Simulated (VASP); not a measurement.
# C in VASP: further runs

Runs on C. Level: PBEsol. Tasks: single point.

Everything below comes from runs of VASP 6.6.1. Logs are shortened: lines on timing, memory, paths and dates and some standing lists are left out, and cuts for length are marked.

## Step 1: The cell of the first run

The cell holds a slab with vacuum, 15 atoms: a = 2.513 Å, b = 2.513 Å, c = 27.438 Å, α = 90.00°, β = 90.00°, γ = 90.00°.

## Step 2: Single point, PBEsol

Contents of INCAR:

```
SYSTEM = C
PREC = Accurate
ENCUT = 520
EDIFF = 1E-6
ISMEAR = 0
SIGMA = 0.05
LREAL = Auto
LASPH = .TRUE.
NELM = 60
ALGO = Normal
ISIF = 2
LWAVE = .FALSE.
LCHARG = .FALSE.
LDIPOL = .TRUE.
IDIPOL = 3
DIPOL = 0.5 0.5 0.500
GGA = PS
NBANDS = 43
```

Contents of KPOINTS:

```
Automatic mesh
0
G
  11 11 1
  0 0 0
```

Contents of POSCAR:

```
C
1.0
    2.5129226041      0.0000000000      0.0000000000
    0.0000000000      2.5129226041      0.0000000000
    0.0000000000      0.0000000000     27.4383322977
C
15
Direct
    0.0000000000      0.5000000000      0.2733402278
    0.0000000000      0.0000000000      0.3057201952
    0.5000000000      0.0000000000      0.3381001627
    0.5000000000      0.5000000000      0.3704801302
    0.0000000000      0.5000000000      0.4028600976
    0.0000000000      0.0000000000      0.4352400651
    0.5000000000      0.0000000000      0.4676200325
    0.5000000000      0.5000000000      0.5000000000
    0.0000000000      0.5000000000      0.5323799675
    0.0000000000      0.0000000000      0.5647599349
    0.5000000000      0.0000000000      0.5971399024
    0.5000000000      0.5000000000      0.6295198698
    0.0000000000      0.5000000000      0.6618998373
    0.0000000000      0.0000000000      0.6942798048
    0.5000000000      0.0000000000      0.7266597722
```

Potentials or basis: VASP PAW PBE potentials, release 64 (C).

The run is started by

```bash
$ cat potpaw_PBE.64/C/POTCAR > POTCAR
$ mpirun -np 1 vasp_std > vasp.out
```

OUTCAR:

```text
SYSTEM = C
   PREC = Accurate
   ENCUT = 520
   EDIFF = 1E-6
   ISMEAR = 0
   LREAL = Auto
   LASPH = .TRUE.
   NELM = 60
   ISIF = 2
   GGA = PS

 ion  position               nearest neighbor table
   1  0.000  0.500  0.273-   2 1.54   2 1.54
   2  0.000  0.000  0.306-   1 1.54   1 1.54   3 1.54   3 1.54
   3  0.500  0.000  0.338-   2 1.54   4 1.54   4 1.54   2 1.54
   4  0.500  0.500  0.370-   5 1.54   5 1.54   3 1.54   3 1.54
   5  0.000  0.500  0.403-   4 1.54   4 1.54   6 1.54   6 1.54
   6  0.000  0.000  0.435-   7 1.54   7 1.54   5 1.54   5 1.54
   7  0.500  0.000  0.468-   6 1.54   6 1.54   8 1.54   8 1.54
   8  0.500  0.500  0.500-   7 1.54   9 1.54   7 1.54   9 1.54
   9  0.000  0.500  0.532-  10 1.54  10 1.54   8 1.54   8 1.54
  10  0.000  0.000  0.565-   9 1.54   9 1.54  11 1.54  11 1.54
  11  0.500  0.000  0.597-  12 1.54  12 1.54  10 1.54  10 1.54
  12  0.500  0.500  0.630-  11 1.54  11 1.54  13 1.54  13 1.54
  13  0.000  0.500  0.662-  12 1.54  14 1.54  14 1.54  12 1.54
  14  0.000  0.000  0.694-  15 1.54  15 1.54  13 1.54  13 1.54
  15  0.500  0.000  0.727-  14 1.54  14 1.54

  LATTYP: Found a simple tetragonal cell.
 ALAT       =     2.5129226041
 C/A-ratio  =    10.9188927080

  Lattice vectors:

 A1 = (   2.5129226041,   0.0000000000,   0.0000000000)
 A2 = (   0.0000000000,   2.5129226041,   0.0000000000)
 A3 = (   0.0000000000,   0.0000000000,  27.4383322977)

Analysis of symmetry for initial positions (statically):
=====================================================================
 Subroutine PRICEL returns:
 Original cell was already a primitive cell.

 Routine SETGRP: Setting up the symmetry group for a
 simple tetragonal supercell.

 Subroutine GETGRP returns: Found  8 space group operations
 (whereof  8 operations were pure point group operations)
 out of a pool of 16 trial point group operations.

The static configuration has the point symmetry D_2d.

Analysis of symmetry for dynamics (positions and initial velocities):
=====================================================================
 Subroutine PRICEL returns:
 Original cell was already a primitive cell.

 Routine SETGRP: Setting up the symmetry group for a
 simple tetragonal supercell.

 Subroutine GETGRP returns: Found  8 space group operations
 (whereof  8 operations were pure point group operations)
 out of a pool of 16 trial point group operations.

The dynamic configuration has the point symmetry D_2d.

 Subroutine INISYM returns: Found  8 space group operations
 (whereof  8 operations are pure point group operations),
 and found     1 'primitive' translations

----------------------------------------------------------------------------------------

                                     Primitive cell

  volume of cell :     173.2670

  direct lattice vectors                    reciprocal lattice vectors
     2.512922604  0.000000000  0.000000000     0.397943016  0.000000000  0.000000000
     0.000000000  2.512922604  0.000000000     0.000000000  0.397943016  0.000000000
     0.000000000  0.000000000 27.438332298     0.000000000  0.000000000  0.036445364

  length of vectors
     2.512922604  2.512922604 27.438332298     0.397943016  0.397943016  0.036445364

  position of ions in fractional coordinates (direct lattice)
     0.000000000  0.500000000  0.273340228
     0.000000000  0.000000000  0.305720195
     0.500000000  0.000000000  0.338100163
     0.500000000  0.500000000  0.370480130
     0.000000000  0.500000000  0.402860098
     0.000000000  0.000000000  0.435240065
     0.500000000  0.000000000  0.467620033
     0.500000000  0.500000000  0.500000000
     0.000000000  0.500000000  0.532379967
     0.000000000  0.000000000  0.564759935
     0.500000000  0.000000000  0.597139902
     0.500000000  0.500000000  0.629519870
     0.000000000  0.500000000  0.661899837
     0.000000000  0.000000000  0.694279805
     0.500000000  0.000000000  0.726659772

  ion indices of the primitive-cell ions
   primitive index   ion index
                 1           1
                 2           2
                 3           3
                 4           4
                 5           5
[... 30 lines left out ...]
     0.000000000  0.000000000  0.000000000

 Subroutine IBZKPT returns following result:
 ===========================================

 Found     21 irreducible k-points:

 Following reciprocal coordinates:
            Coordinates               Weight
  0.000000  0.000000  0.000000      1.000000
  0.090909  0.000000  0.000000      4.000000
  0.181818  0.000000  0.000000      4.000000
  0.272727  0.000000  0.000000      4.000000
  0.363636  0.000000  0.000000      4.000000
  0.454545  0.000000  0.000000      4.000000
[... 13 lines left out ...]
  0.454545  0.363636  0.000000      8.000000
  0.454545  0.454545  0.000000      4.000000
   k-points           NKPTS =     21   k-points in BZ     NKDIM =     21   number of bands    NBANDS=     43
   number of dos      NEDOS =    301   number of ions     NIONS =     15
   total plane-waves  NPLWV =  84000
   dimension x,y,z NGX =    20 NGY =   20 NGZ =  210
   dimension x,y,z NGXF=    40 NGYF=   40 NGZF=  420
   ions per type =              15
   NGX,Y,Z   is equivalent  to a cutoff of  13.23, 13.23, 12.72 a.u.
   NGXF,Y,Z  is equivalent  to a cutoff of  26.46, 26.46, 25.45 a.u.
 SYSTEM =  C
   PREC   = accura    normal or accurate (medium, high low for compatibility)
   ISTART =      0    job   : 0-new  1-cont  2-samecut
   ICHARG =      2    charge: 1-file 2-atom 10-const
   ISPIN  =      1    spin polarized calculation?
   LNONCOLLINEAR =      F non collinear calculations
   LSORBIT =      F    spin-orbit coupling
   LASPH  =      T    aspherical Exc in radial PAW
   ENCUT  =  520.0 eV  38.22 Ry    6.18 a.u.   4.67  4.67 51.02*2*pi/ulx,y,z
   NELM   =     60;   NELMIN=  2; NELMDL= -5     # of ELM steps
   EDIFF  = 0.1E-05   stopping-criterion for ELM
   LREAL  =      T    real-space projection
   EDIFFG = 0.1E-04   stopping-criterion for IOM
   NSW    =      0    number of steps for IOM
   IBRION =     -1    ionic relax: 0-MD 1-quasi-New 2-CG
   NFREE  =      0    steps in history (QN), initial steepest desc. (CG)
   ISIF   =      2    stress and relaxation
   ISYM   =      2    0-nonsym 1-usesym 2-fastsym
   POTIM  = 0.5000    time-step for ionic-motion
   TEBEG  =    0.0;   TEEND  =   0.0 temperature during run
   PSTRESS=    0.0 pullay stress
   NELECT =      60.0000    total number of electrons
   NUPDOWN=      -1.0000    fix difference up-down
   EMIN   =  10.00;   EMAX   =-10.00  energy-range for DOS
   EFERMI =   0.00;   METHOD = LEGACY
   ISMEAR =     0;   SIGMA  =   0.05  broadening in eV -4-tet -1-fermi 0-gaus
   EFERMI_NEDOS =   21; number of points for ismear=-14 and -15
   IALGO  =     38    algorithm
   IMIX   =      4    mixing-type and parameters
     AMIX     =   0.40;   BMIX     =  1.00
     AMIX_MAG =   1.60;   BMIX_MAG =  1.00
  volume/ion in A,a.u.               =      11.55        77.95
  Fermi-wavevector in a.u.,A,eV,Ry     =   1.149617  2.172462 17.981729  1.321620
  Thomas-Fermi vector in A             =   2.286286
   LORBIT       =      0    0 simple, 1 ext, 2 COOP (PROOUT), +10 PAW based schemes
   GGA     = PS    functional components
   LHFCALC =     F    Hartree Fock is set to
   AEXX    =    0.0000 exact exchange contribution
   IVDW    =     0    specifies the selected vdW correction
   LEPSILON=     F    determine dielectric tensor
   LRPA    =     F    only Hartree local field effects (RPA)
 non-spin polarized calculation
 Gauss-broadening in eV      SIGMA  =   0.05
  energy-cutoff  :      520.00
  volume of cell :      173.27
 maximum number of plane-waves:      4739
 NGX is ok and might be reduce to    20
   NGX =  9   NGY =  9   NGZ =103

 dipolmoment           0.000000      0.000000      0.000000 electrons x Angstroem

 number of electron      60.0000007 magnetization

 dipolmoment           0.000000      0.000000     -0.000000 electrons x Angstroem

 Free energy of the ion-electron system (eV)
  ---------------------------------------------------
  ext. energy  EPLUGINS =         0.00000000
  ---------------------------------------------------
  free energy    TOTEN  =      -137.11254566 eV

  energy without entropy =     -137.10993606  energy(sigma->0) =     -137.11124086

 E-fermi :   0.9482     XC(G=0):  -7.3638

 val. band max:        0.9424411078   @ k =   0.0000   0.0000   0.0000
 cond. band min:       0.9604401438   @ k =   0.0909   0.0909   0.0000
 fundamental gap:      0.0179990360
 Fermi energy:         0.9481610764

 k-point     1 :       0.0000    0.0000    0.0000
  band No.  band energies     occupation
      1     -20.7178      2.00000
      2     -20.1536      2.00000
      3     -19.3161      2.00000
      4     -18.2096      2.00000
      5     -16.8477      2.00000
      6     -15.2527      2.00000
[... 934 lines left out ...]
     41       9.1576      0.00000
     42       9.9649      0.00000
 [bands above 42 left out]

------------------------ aborting loop because EDIFF is reached ----------------------------------------

 vacuum level on the upper side and lower side of the slab       (xc-potential included)        -0.174        -0.174

  FORCE on cell =-STRESS in cart. coord.  units (eV):
  Direction    XX          YY          ZZ          XY          YZ          ZX
  --------------------------------------------------------------------------------------
  -------------------------------------------------------------------------------------
  Total       -4.5100771     -4.5100771     -3.6226065      0.0000000      0.0000000      0.0000000
  in kB      -41.7040868    -41.7040868    -33.4977627      0.0000000      0.0000000      0.0000000
  external PRESSURE =     -38.9686454 kB  Pullay stress =       0.0000000 kB

 VOLUME and BASIS-vectors are now :
 -----------------------------------------------------------------------------
  energy-cutoff  :      520.00
  volume of cell :      173.27
      direct lattice vectors                 reciprocal lattice vectors
     2.512922604  0.000000000  0.000000000     0.397943016  0.000000000  0.000000000
     0.000000000  2.512922604  0.000000000     0.000000000  0.397943016  0.000000000
     0.000000000  0.000000000 27.438332298     0.000000000  0.000000000  0.036445364

 POSITION                                       TOTAL-FORCE (eV/Angst)
 -----------------------------------------------------------------------------------
      0.00000      1.25646      7.50000        -0.000000     -0.000000      2.251767
      0.00000      0.00000      8.38845         0.000000     -0.000000     -2.408762
      1.25646      0.00000      9.27690        -0.000000     -0.000000      0.239258
      1.25646      1.25646     10.16536         0.000000     -0.000000     -0.139713
      0.00000      1.25646     11.05381        -0.000000      0.000000      0.022716
      0.00000      0.00000     11.94226        -0.000000     -0.000000     -0.020747
      1.25646      0.00000     12.83071        -0.000000      0.000000      0.001746
      1.25646      1.25646     13.71917        -0.000000      0.000000      0.000000
      0.00000      1.25646     14.60762        -0.000000     -0.000000     -0.001746
      0.00000      0.00000     15.49607         0.000000     -0.000000      0.020747
      1.25646      0.00000     16.38452        -0.000000     -0.000000     -0.022716
      1.25646      1.25646     17.27298         0.000000     -0.000000      0.139713
      0.00000      1.25646     18.16143        -0.000000     -0.000000     -0.239258
      0.00000      0.00000     19.04988        -0.000000     -0.000000      2.408762
      1.25646      0.00000     19.93833        -0.000000     -0.000000     -2.251767
 -----------------------------------------------------------------------------------
    total drift:                                0.000000      0.000000     -0.000000

  FREE ENERGIE OF THE ION-ELECTRON SYSTEM (eV)
  ---------------------------------------------------
  free  energy   TOTEN  =      -137.1125456609 eV

  energy  without entropy=     -137.1099360587  energy(sigma->0) =     -137.11124086

 vacuum level on the upper side and lower side of the slab         8.339         8.339
```

Wall time 2.3 min (1 thread of Intel Xeon 6975P-C (Granite Rapids), shared host); peak memory 0.29 GiB.

Results:

```yaml
Free_energy: -137.1125 eV
Largest_force: 2.409 eV/Å
Band_gap_on_the_k_mesh: zero (band 30 reaches 1.09 eV, above the bottom of band 31 at 0.90 eV)
```

Forces in eV/Å, atoms in the order of the input:
```
C    0.000  0.000  2.252
C    0.000  0.000 -2.409
C    0.000  0.000  0.239
C    0.000  0.000 -0.140
C    0.000  0.000  0.023
C    0.000  0.000 -0.021
C    0.000  0.000  0.002
C    0.000  0.000  0.000
C    0.000  0.000 -0.002
C    0.000  0.000  0.021
C    0.000  0.000 -0.023
C    0.000  0.000  0.140
C    0.000  0.000 -0.239
C    0.000  0.000  2.409
C    0.000  0.000 -2.252
```

Levels at points of the mesh, in eV from the Fermi level:
| k point | band 27 | band 28 | band 29 | band 30 | band 31 | band 32 | band 33 | band 34 |
| --- | --- | --- | --- | --- | --- | --- | --- | --- |
| (0.00, 0.00, 0.00) | -0.54 | -0.54 | -0.01 | 0.15 | 3.80 | 3.80 | 4.00 | 4.00 |

Caveat: the PAW data sets were made with another functional, which shifts forces and pressure a little.

## Step 3: Single point, PBEsol

Contents of INCAR:

```
SYSTEM = C
ALGO = Normal ; DIPOL = 0.5 0.5 0.500
EDIFF = 1E-6 ; ENCUT = 520
GGA = PS ; IDIPOL = 3
ISIF = 2 ; ISMEAR = 0
LASPH = .TRUE. ; LCHARG = .TRUE.
LDIPOL = .TRUE. ; LELF = .TRUE.
LREAL = Auto ; LVACPOTAV = .TRUE.
LVHAR = .TRUE. ; LWAVE = .FALSE.
NBANDS = 43 ; NELM = 60
PREC = Accurate ; SIGMA = 0.05
```

Contents of KPOINTS:

```
k-points
0
G
  11 11 1
  0 0 0
```

Contents of POSCAR:

```
C
1.0
    2.5129226041      0.0000000000      0.0000000000
    0.0000000000      2.5129226041      0.0000000000
    0.0000000000      0.0000000000     27.4383322977
C
15
Direct
    0.0000000000      0.5000000000      0.2761584667
    0.0000000000      0.0000000000      0.3047879322
    0.5000000000      0.0000000000      0.3383952258
    0.5000000000      0.5000000000      0.3703809800
    0.0000000000      0.5000000000      0.4028803845
    0.0000000000      0.0000000000      0.4352225240
    0.5000000000      0.0000000000      0.4676201868
    0.5000000000      0.5000000000      0.5000000003
    0.0000000000      0.5000000000      0.5323798135
    0.0000000000      0.0000000000      0.5647774760
    0.5000000000      0.0000000000      0.5971196156
    0.5000000000      0.5000000000      0.6296190199
    0.0000000000      0.5000000000      0.6616047743
    0.0000000000      0.0000000000      0.6952120672
    0.5000000000      0.0000000000      0.7238415334
```

Potentials or basis: VASP PAW PBE potentials, release 64 (C).

The run is started by

```bash
$ cat potpaw_PBE.64/C/POTCAR > POTCAR
$ mpirun -np 1 vasp_std > vasp.out
```

Run time: 2.2 min. Hardware: 1 thread of Intel Xeon 6975P-C (Granite Rapids), shared host; peak memory 0.29 GiB.

Results (log left out):

```
Free energy            : -137.3511 eV
Largest force          : 0.058 eV/Å
Band gap on the k mesh : zero (band 30 reaches 1.33 eV, above the bottom of band 31 at 1.06 eV)
```

Forces in eV/Å, atoms in the order of the input:
```
C    0.000  0.000 -0.058
C    0.000  0.000  0.009
C    0.000  0.000 -0.007
C    0.000  0.000  0.010
C    0.000  0.000  0.006
C    0.000  0.000 -0.006
C    0.000  0.000  0.000
C    0.000  0.000  0.000
C    0.000  0.000  0.000
C    0.000  0.000  0.006
C    0.000  0.000 -0.006
C    0.000  0.000 -0.010
C    0.000  0.000  0.007
C    0.000  0.000 -0.009
C    0.000  0.000  0.058
```

Levels at points of the mesh, in eV from the Fermi level:
```
           k point  band 27  band 28  band 29  band 30  band 31  band 32  band 33  band 34
(0.00, 0.00, 0.00)    -0.99    -0.99     0.03     0.13     3.46     3.46     3.71     3.72
```

Caveat: the PAW data sets were made with another functional, which shifts forces and pressure a little.

## Step 4: Single point, PBEsol

Contents of INCAR:

```
PREC     = Accurate       # precision mode
ENCUT    = 520            # plane-wave cutoff, eV
EDIFF    = 1E-6           # SCF threshold, eV
ISMEAR   = 0              # smearing method
SIGMA    = 0.05           # smearing width, eV
LREAL    = Auto         
LASPH    = True           # aspherical terms in the spheres
NELM     = 100            # most SCF steps
ALGO     = Normal         # electronic algorithm
ISIF     = 2              # what is computed and relaxed
LWAVE    = False          # write WAVECAR
LCHARG   = False          # write CHGCAR
LDIPOL   = True         
IDIPOL   = 3            
DIPOL    = 0.5 0.5 0.500
GGA      = PS             # functional
EFIELD   = -0.1         
NBANDS   = 43             # bands
```

Contents of KPOINTS:

```
Automatic mesh
0
Gamma
  11 11 1
```

Contents of POSCAR:

```
C
1.0
    2.5129226041      0.0000000000      0.0000000000
    0.0000000000      2.5129226041      0.0000000000
    0.0000000000      0.0000000000     27.4383322977
C
15
Direct
    0.0000000000      0.5000000000      0.2733402278
    0.0000000000      0.0000000000      0.3057201952
    0.5000000000      0.0000000000      0.3381001627
    0.5000000000      0.5000000000      0.3704801302
    0.0000000000      0.5000000000      0.4028600976
    0.0000000000      0.0000000000      0.4352400651
    0.5000000000      0.0000000000      0.4676200325
    0.5000000000      0.5000000000      0.5000000000
    0.0000000000      0.5000000000      0.5323799675
    0.0000000000      0.0000000000      0.5647599349
    0.5000000000      0.0000000000      0.5971399024
    0.5000000000      0.5000000000      0.6295198698
    0.0000000000      0.5000000000      0.6618998373
    0.0000000000      0.0000000000      0.6942798048
    0.5000000000      0.0000000000      0.7266597722
```

The run is started by

```bash
$ cat potpaw_PBE.64/C/POTCAR > POTCAR
$ mpirun -np 1 vasp_std > vasp.out
```

It took 5.4 min on 1 thread of Intel Xeon 6975P-C (Granite Rapids), shared host; peak memory 0.34 GiB.

It converged, with:

* Free energy: -137.1151 eV
* Largest force: 2.414 eV/Å
* Band gap on the k mesh: zero (band 30 reaches 1.09 eV, above the bottom of band 31 at 0.90 eV)

Forces on the atoms (eV/Å):
```
C    0.000  0.000  2.243
C    0.000  0.000 -2.403
C    0.000  0.000  0.241
C    0.000  0.000 -0.139
C    0.000  0.000  0.023
C    0.000  0.000 -0.020
C    0.000  0.000  0.002
C    0.000  0.000  0.000
C    0.000  0.000 -0.002
C    0.000  0.000  0.021
C    0.000  0.000 -0.022
C    0.000  0.000  0.141
C    0.000  0.000 -0.238
C    0.000  0.000  2.414
C    0.000  0.000 -2.260
```

Levels at points of the mesh, in eV from the Fermi level:
```
           k point  band 27  band 28  band 29  band 30  band 31  band 32  band 33  band 34
(0.00, 0.00, 0.00)    -0.55    -0.54    -0.01     0.15     3.80     3.80     4.00     4.00
```

Caveat: the PAW data sets were made with another functional, which shifts forces and pressure a little.
